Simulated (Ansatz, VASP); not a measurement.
Given: the input of a run of Ansatz 0.2.0 on Cu.

File input.yaml:

```yaml
crystal:
  lattice:
    - [0.0, 1.8075, 1.8075]
    - [1.8075, 0.0, 1.8075]
    - [1.8075, 1.8075, 0.0]
  atoms:
    - { symbol: Cu, position: [0.0, 0.0, 0.0] }
kpoints:
  mp_grid: { grid: [13, 13, 13] }
scf:
  occupations: { method: gaussian, width: 0.018 }
hamiltonian:
  xc: pbe
  pseudopotentials: { kind: all_electron, lapw: { basis_error: 0.001 } }
output:
  forces: true
  stress: true
  eigenvalues: true
```

Potentials or basis: all-electron LAPW, scalar-relativistic.

Run with:

```bash
$ ansatz run input.yaml --threads 1 --pin off --max-ram 3072MiB --backend cpu --events-out ev --progress --plain --runs-dir out
```

Problem. Set up the same calculation for VASP 6.6.1. Potentials there: VASP PAW PBE potentials, release 64 (Cu).

Solution. As run (the cutoff follows the program's own potentials):

Contents of INCAR:

```
SYSTEM = Cu
PREC     = Accurate       ! precision mode
ENCUT    = 600            ! plane-wave cutoff, eV
EDIFF    = 1E-6           ! SCF threshold, eV
ISMEAR   = 0              ! smearing method
SIGMA    = 0.018000000000000002 ! smearing width, eV
LREAL    = .FALSE.        ! projectors in reciprocal space
LASPH    = .TRUE.         ! aspherical terms in the spheres
NELM     = 120            ! most SCF steps
ALGO     = Normal         ! electronic algorithm
ISIF     = 2              ! what is computed and relaxed
LWAVE    = .FALSE.        ! write WAVECAR
LCHARG   = .FALSE.        ! write CHGCAR
GGA      = PE             ! functional
NBANDS   = 12             ! bands
GGA_COMPAT= .FALSE.
```

KPOINTS

```
regular mesh
0
G
  13 13 13
  0 0 0
```

Contents of POSCAR:

```
Cu
1.0
    0.0000000000      1.8075000000      1.8075000000
    1.8075000000      0.0000000000      1.8075000000
    1.8075000000      1.8075000000      0.0000000000
Cu
1
Direct
    0.0000000000      0.0000000000      0.0000000000
```

Potentials or basis: VASP PAW PBE potentials, release 64 (Cu).

Command:

```bash
$ cat potpaw_PBE.64/Cu/POTCAR > POTCAR
$ mpirun -np 1 vasp_std > vasp.out
```

Both were run:

|  | VASP | Ansatz | Ansatz less VASP |
| --- | --- | --- | --- |
| gap on the k mesh at the Fermi level (eV) | none | none | - |
| pressure (GPa) | 2.3 | 1.7 | -0.62 |

A gap of «none» marks a metal or a gap that the smearing closes. Ansatz ran all-electron here, and VASP with PAW potentials.
